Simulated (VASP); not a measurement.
# Li in VASP: a series of runs, part 2 of 2

VASP 6.6.1.

### 3 Single point, PBEsol (strained)

INCAR

```
SYSTEM = Li
ALGO = Normal
EDIFF = 1E-6
ENCUT = 520
GGA = PS
ISIF = 2
ISMEAR = 0
LASPH = .True.
LCHARG = .True.
LELF = .True.
LREAL = .False.
LVHAR = .True.
LWAVE = .False.
NBANDS = 14
NELM = 80
PREC = Accurate
SIGMA = 0.1
```

KPOINTS

```
k-points
0
Gamma
  10 10 10
  0 0 0
```

POSCAR

```
Li
1.0
    4.5951115590      0.0000000000      0.0000000000
    0.0000000000      4.5951115590      0.0000000000
    0.0000000000      0.0000000000      4.5951115590
Li
4
Direct
    0.8875292303      0.1124707697      0.6124707697
    0.3875292303      0.3875292303      0.3875292303
    0.1124707697      0.6124707697      0.8875292303
    0.6124707697      0.8875292303      0.1124707697
```

Potentials or basis: VASP PAW PBE potentials, release 64 (Li_sv).

Launch:

```sh
> cat potpaw_PBE.64/Li_sv/POTCAR > POTCAR
> mpirun -np 1 vasp_std > vasp.out
```

OUTCAR:

```text
SYSTEM = Li
   EDIFF = 1E-6
   ENCUT = 520
   GGA = PS
   ISIF = 2
   ISMEAR = 0
   LASPH = .True.
   LREAL = .False.
   NELM = 80
   PREC = Accurate

 ion  position               nearest neighbor table
   1  0.888  0.112  0.612-
   2  0.388  0.388  0.388-
   3  0.112  0.612  0.888-
   4  0.612  0.888  0.112-

  LATTYP: Found a simple cubic cell.
 ALAT       =     4.5951115590

  Lattice vectors:

 A1 = (   4.5951115590,   0.0000000000,   0.0000000000)
 A2 = (   0.0000000000,   4.5951115590,   0.0000000000)
 A3 = (   0.0000000000,   0.0000000000,   4.5951115590)

Analysis of symmetry for initial positions (statically):
=====================================================================
 Subroutine PRICEL returns:
 Original cell was already a primitive cell.

 Routine SETGRP: Setting up the symmetry group for a
 simple cubic supercell.

 Subroutine GETGRP returns: Found 12 space group operations
 (whereof  3 operations were pure point group operations)
 out of a pool of 48 trial point group operations.

The static configuration has the point symmetry C_3 .
 The point group associated with its full space group is T   .

Analysis of symmetry for dynamics (positions and initial velocities):
=====================================================================
 Subroutine PRICEL returns:
 Original cell was already a primitive cell.

 Routine SETGRP: Setting up the symmetry group for a
 simple cubic supercell.

 Subroutine GETGRP returns: Found 12 space group operations
 (whereof  3 operations were pure point group operations)
 out of a pool of 48 trial point group operations.

The dynamic configuration has the point symmetry C_3 .
 The point group associated with its full space group is T   .

 Subroutine INISYM returns: Found 12 space group operations
 (whereof  3 operations are pure point group operations),
 and found     1 'primitive' translations

----------------------------------------------------------------------------------------

                                     Primitive cell

  volume of cell :      97.0260

  direct lattice vectors                    reciprocal lattice vectors
     4.595111559  0.000000000  0.000000000     0.217622573  0.000000000  0.000000000
     0.000000000  4.595111559  0.000000000     0.000000000  0.217622573  0.000000000
     0.000000000  0.000000000  4.595111559     0.000000000  0.000000000  0.217622573

  length of vectors
     4.595111559  4.595111559  4.595111559     0.217622573  0.217622573  0.217622573

  position of ions in fractional coordinates (direct lattice)
     0.887529230  0.112470770  0.612470770
     0.387529230  0.387529230  0.387529230
     0.112470770  0.612470770  0.887529230
     0.612470770  0.887529230  0.112470770

  ion indices of the primitive-cell ions
   primitive index   ion index
                 1           1
                 2           2
                 3           3
                 4           4

----------------------------------------------------------------------------------------

 KPOINTS: k-points

Automatic generation of k-mesh.
 Grid dimensions read from file:
 generate k-points for:   10   10   10

 Generating k-lattice:

[... 40 lines left out ...]
  0.300000  0.300000  0.000000     12.000000
  0.400000  0.300000  0.000000     12.000000
 [... further k-points ...]
   k-points           NKPTS =     76   k-points in BZ     NKDIM =     76   number of bands    NBANDS=     14
   number of dos      NEDOS =    301   number of ions     NIONS =      4
   total plane-waves  NPLWV =  46656
   dimension x,y,z NGX =    36 NGY =   36 NGZ =   36
   dimension x,y,z NGXF=    72 NGYF=   72 NGZF=   72
   ions per type =               4
   NGX,Y,Z   is equivalent  to a cutoff of  13.02, 13.02, 13.02 a.u.
   NGXF,Y,Z  is equivalent  to a cutoff of  26.05, 26.05, 26.05 a.u.
 SYSTEM =  Li
   PREC   = accura    normal or accurate (medium, high low for compatibility)
   ISTART =      0    job   : 0-new  1-cont  2-samecut
   ICHARG =      2    charge: 1-file 2-atom 10-const
   ISPIN  =      1    spin polarized calculation?
   LNONCOLLINEAR =      F non collinear calculations
   LSORBIT =      F    spin-orbit coupling
   LASPH  =      T    aspherical Exc in radial PAW
   ENCUT  =  520.0 eV  38.22 Ry    6.18 a.u.   8.54  8.54  8.54*2*pi/ulx,y,z
   NELM   =     80;   NELMIN=  2; NELMDL= -5     # of ELM steps
   EDIFF  = 0.1E-05   stopping-criterion for ELM
   LREAL  =      F    real-space projection
   EDIFFG = 0.1E-04   stopping-criterion for IOM
   NSW    =      0    number of steps for IOM
   IBRION =     -1    ionic relax: 0-MD 1-quasi-New 2-CG
   NFREE  =      0    steps in history (QN), initial steepest desc. (CG)
   ISIF   =      2    stress and relaxation
   ISYM   =      2    0-nonsym 1-usesym 2-fastsym
   POTIM  = 0.5000    time-step for ionic-motion
   TEBEG  =    0.0;   TEEND  =   0.0 temperature during run
   PSTRESS=    0.0 pullay stress
   NELECT =      12.0000    total number of electrons
   NUPDOWN=      -1.0000    fix difference up-down
   EMIN   =  10.00;   EMAX   =-10.00  energy-range for DOS
   EFERMI =   0.00;   METHOD = LEGACY
   ISMEAR =     0;   SIGMA  =   0.10  broadening in eV -4-tet -1-fermi 0-gaus
   EFERMI_NEDOS =   21; number of points for ismear=-14 and -15
   IALGO  =     38    algorithm
   IMIX   =      4    mixing-type and parameters
     AMIX     =   0.40;   BMIX     =  1.00
     AMIX_MAG =   1.60;   BMIX_MAG =  1.00
  volume/ion in A,a.u.               =      24.26       163.69
  Fermi-wavevector in a.u.,A,eV,Ry     =   0.815654  1.541362  9.051835  0.665291
  Thomas-Fermi vector in A             =   1.925781
   LORBIT       =      0    0 simple, 1 ext, 2 COOP (PROOUT), +10 PAW based schemes
   GGA     = PS    functional components
   LHFCALC =     F    Hartree Fock is set to
   AEXX    =    0.0000 exact exchange contribution
   IVDW    =     0    specifies the selected vdW correction
   LEPSILON=     F    determine dielectric tensor
   LRPA    =     F    only Hartree local field effects (RPA)
 non-spin polarized calculation
 Gauss-broadening in eV      SIGMA  =   0.10
  energy-cutoff  :      520.00
  volume of cell :       97.03
 maximum number of plane-waves:      2634
 NGX is ok and might be reduce to    36
   NGX = 17   NGY = 17   NGZ = 17

 number of electron      12.0000015 magnetization

 Free energy of the ion-electron system (eV)
  ---------------------------------------------------
  ext. energy  EPLUGINS =         0.00000000
  ---------------------------------------------------
  free energy    TOTEN  =        -6.82757530 eV

  energy without entropy =       -6.81967417  energy(sigma->0) =       -6.82362474

 E-fermi :   0.3317     XC(G=0):  -6.5865

 val. band max:        0.3160287441   @ k =   0.5000   0.5000   0.3000
 cond. band min:       0.3486672108   @ k =   0.5000   0.4000   0.0000
 fundamental gap:      0.0326384667
 Fermi energy:         0.3316989803

 k-point     1 :       0.0000    0.0000    0.0000
  band No.  band energies     occupation
      1     -46.4057      2.00000
      2     -46.3755      2.00000
      3     -46.3755      2.00000
      4     -46.3755      2.00000
      5      -3.1226      2.00000
      6       2.1757      0.00000
      7       2.1757      0.00000
      8       2.1757      0.00000
      9       2.6407      0.00000
     10       2.6407      0.00000
     11       2.6407      0.00000
     12       7.7406      0.00000
     13       7.7406      0.00000
     14       8.0811      0.00000
[... 377 lines left out ...]
      1     -46.3946      2.00000
      2     -46.3891      2.00000
      3     -46.3753      2.00000
      4     -46.3734      2.00000
      5      -1.7513      2.00000
      6      -0.6838      2.00000
      7       0.5510      0.00193
      8       1.5000      0.00000
      9       3.3501      0.00000
     10       3.6546      0.00000
     11       5.2705      0.00000
     12       5.5833      0.00000
     13       6.6974      0.00000
     14       7.4688      0.00000

 [... further k-points ...]
[... 5 lines left out ...]
  --------------------------------------------------------------------------------------
  -------------------------------------------------------------------------------------
  Total       -0.4978832     -0.4978832     -0.4978832      0.0000000      0.0000000      0.0000000
  in kB       -8.2214774     -8.2214774     -8.2214774      0.0000000      0.0000000      0.0000000
  external PRESSURE =      -8.2214774 kB  Pullay stress =       0.0000000 kB

 VOLUME and BASIS-vectors are now :
 -----------------------------------------------------------------------------
  energy-cutoff  :      520.00
  volume of cell :       97.03
      direct lattice vectors                 reciprocal lattice vectors
     4.595111559  0.000000000  0.000000000     0.217622573  0.000000000  0.000000000
     0.000000000  4.595111559  0.000000000     0.000000000  0.217622573  0.000000000
     0.000000000  0.000000000  4.595111559     0.000000000  0.000000000  0.217622573

 POSITION                                       TOTAL-FORCE (eV/Angst)
 -----------------------------------------------------------------------------------
      4.07830      0.51682      2.81437         0.071923     -0.071923     -0.071923
      1.78074      1.78074      1.78074         0.071923      0.071923      0.071923
      0.51682      2.81437      4.07830        -0.071923     -0.071923      0.071923
      2.81437      4.07830      0.51682        -0.071923      0.071923     -0.071923
 -----------------------------------------------------------------------------------
    total drift:                               -0.000000     -0.000000     -0.000000

  FREE ENERGIE OF THE ION-ELECTRON SYSTEM (eV)
  ---------------------------------------------------
  free  energy   TOTEN  =        -6.8275753000 eV

  energy  without entropy=       -6.8196741736  energy(sigma->0) =       -6.82362474
```

OSZICAR:

```text
N       E                     dE             d eps       ncg     rms          rms(c)
DAV:   1     0.494569288375E+02    0.49457E+02   -0.55968E+03  2128   0.808E+02
DAV:   2     0.642749210582E+01   -0.43029E+02   -0.41828E+02  2476   0.203E+02
DAV:   3    -0.647681027590E+01   -0.12904E+02   -0.12652E+02  4160   0.481E+01
DAV:   4    -0.681832993942E+01   -0.34152E+00   -0.34126E+00  2732   0.153E+01
DAV:   5    -0.684167497189E+01   -0.23345E-01   -0.23342E-01  3538   0.258E+00    0.840E-01
DAV:   6    -0.683230652710E+01    0.93684E-02   -0.66498E-03  3524   0.540E-01    0.478E-01
DAV:   7    -0.682737664861E+01    0.49299E-02   -0.10848E-02  3680   0.492E-01    0.834E-02
DAV:   8    -0.682758380711E+01   -0.20716E-03   -0.20487E-03  3004   0.301E-01    0.248E-02
DAV:   9    -0.682757512439E+01    0.86827E-05   -0.46991E-05  3380   0.541E-02    0.556E-03
DAV:  10    -0.682757631484E+01   -0.11905E-05   -0.10774E-05  3352   0.170E-02    0.614E-03
DAV:  11    -0.682757519898E+01    0.11159E-05   -0.86027E-07  2218   0.841E-03    0.282E-04
DAV:  12    -0.682757530000E+01   -0.10102E-06   -0.12203E-07  1736   0.312E-03
   1 F= -.68275753E+01 E0= -.68236247E+01  d E =-.790113E-02
```

stdout:

```text
POSCAR found type information on POSCAR Li
 POSCAR found :  1 types and       4 ions
 scaLAPACK will be used
 -----------------------------------------------------------------------------
|                                                                             |
|                                                                             |
|     You enforced a specific xc type in the INCAR file but a different       |
|     I HOPE YOU KNOW WHAT YOU ARE DOING!                                     |
|                                                                             |
 -----------------------------------------------------------------------------

 LDA part: xc-table for (Slater+PW92), standard interpolation
 POSCAR, INCAR and KPOINTS ok, starting setup
 FFT: planning ... GRIDC
 FFT: planning ... GRID_SOFT
 FFT: planning ... GRID
 WAVECAR not read
 entering main loop
```

It used 120 s of CPU time on 1 thread of AMD EPYC 7R13 Processor (Zen 3), on a shared host.

What came out:

```
Free energy            : -6.8276 eV
Largest force          : 0.125 eV/Å
Band gap on the k mesh : zero (band 6 reaches 2.18 eV, above the bottom of band 7 at -0.00 eV)
```

Forces on the atoms (eV/Å):
```
Li   0.072 -0.072 -0.072
Li   0.072  0.072  0.072
Li  -0.072 -0.072  0.072
Li  -0.072  0.072 -0.072
```

Caveat: the cell differs from its parent crystal (strained); the cutoff is under 1.25 times the usual one of these potentials, so pressure, stress and relaxed cells hold a basis-set (Pulay) error; the PAW data sets were made with another functional, which shifts forces and pressure a little.

### 4 Single point, r2SCAN (functional r2SCAN, strained)

POSCAR

```
Li
1.0
    4.5043746094      0.0000000000      0.0000000000
    0.0000000000      4.5043746094      0.0000000000
    0.0000000000      0.0000000000      4.5043746094
Li
4
Direct
    0.9069710757      0.0930289243      0.5930289243
    0.4069710757      0.4069710757      0.4069710757
    0.0930289243      0.5930289243      0.9069710757
    0.5930289243      0.9069710757      0.0930289243
```

INCAR.step1

```
SYSTEM = Li
ALGO     = Normal         ! electronic algorithm
EDIFF    = 1E-4           ! SCF threshold, eV
ENCUT    = 520            ! plane-wave cutoff, eV
GGA      = PE             ! functional
ISMEAR   = 0              ! smearing method
LASPH    = .True.         ! aspherical terms in the spheres
LCHARG   = .False.        ! write CHGCAR
LREAL    = .False.        ! projectors in reciprocal space
LWAVE    = .True.         ! write WAVECAR
NBANDS   = 14             ! bands
NELM     = 100            ! most SCF steps
PREC     = Accurate       ! precision mode
SIGMA    = 0.1            ! smearing width, eV
```

INCAR.step2

```
SYSTEM = Li
ALGO     = Normal         ! electronic algorithm
EDIFF    = 1E-6           ! SCF threshold, eV
ENCUT    = 520            ! plane-wave cutoff, eV
ISIF     = 2              ! what is computed and relaxed
ISMEAR   = 0              ! smearing method
ISTART   = 1            
LASPH    = .True.         ! aspherical terms in the spheres
LCHARG   = .False.        ! write CHGCAR
LMIXTAU  = .True.       
LREAL    = .False.        ! projectors in reciprocal space
LWAVE    = .False.        ! write WAVECAR
METAGGA  = R2SCAN         ! meta-GGA
NBANDS   = 14             ! bands
NELM     = 100            ! most SCF steps
PREC     = Accurate       ! precision mode
SIGMA    = 0.1            ! smearing width, eV
```

KPOINTS is that of step 3.

Launch:

```sh
> cat potpaw_PBE.64/Li_sv/POTCAR > POTCAR
> cp INCAR.step1 INCAR
> mpirun -np 1 vasp_std > vasp.out
> cp INCAR.step2 INCAR
> mpirun -np 1 vasp_std > vasp.out
```

It took 33 min on 1 thread of AMD EPYC 7R13 (Zen 3), shared host; peak memory 0.2 GiB.

It converged, with:

```yaml
Free_energy: -8.6317 eV
Largest_force: 0.268 eV/Å
Band_gap_on_the_k_mesh: zero (band 6 reaches 2.41 eV, above the bottom of band 7 at 0.20 eV)
```

Forces in eV/Å, atoms in the order of the input:
```
Li   0.155 -0.155 -0.155
Li   0.155  0.155  0.155
Li  -0.155 -0.155  0.155
Li  -0.155  0.155 -0.155
```

Levels at points of the mesh, in eV from the Fermi level:
```tsv
k point	band 2	band 3	band 4	band 5	band 6	band 7	band 8	band 9	band 10	band 11
(0.00, 0.00, 0.00)	-48.88	-48.88	-48.88	-3.87	1.85	1.85	1.85	2.98	2.98	2.98
(0.50, 0.00, 0.00)	-48.90	-48.87	-48.87	-2.33	-2.33	2.63	2.63	3.56	3.56	4.89
(0.50, 0.50, 0.00)	-48.89	-48.88	-48.88	-1.15	-1.15	-0.36	-0.36	4.24	4.24	5.43
(0.50, 0.50, 0.50)	-48.88	-48.88	-48.88	0.02	0.02	0.02	0.02	2.01	2.01	2.01
```

Caveat: the cell differs from its parent crystal (functional r2SCAN, strained); the cutoff is under 1.25 times the usual one of these potentials, so pressure, stress and relaxed cells hold a basis-set (Pulay) error; the PAW data sets were made with another functional, which shifts forces and pressure a little.

### 5 Summary

```tsv
level	cell	k mesh	gap on the mesh (eV)	largest force (eV/Å)
PBEsol	a = 4.455 Å, angles 88.9, 91.1, 88.9°, 4 atoms	9 × 9 × 9	none	0.18
PBEsol	a = 4.595 Å, 4 atoms	10 × 10 × 10	none	0.12
r2SCAN	a = 4.504 Å, 4 atoms	10 × 10 × 10	none	0.27
```

Alike in all rows: task single point; potentials or basis VASP PAW PBE potentials, release 64 (Li_sv); no spin polarisation; cutoff (eV) 520; smearing gaussian 0.1 eV.

Caveats: the cutoff is under 1.25 times the usual one of these potentials, so pressure, stress and relaxed cells hold a basis-set (Pulay) error; the PAW data sets were made with another functional, which shifts forces and pressure a little.

Total energies depend on the potentials used, so only differences within one code and one set of settings carry meaning.
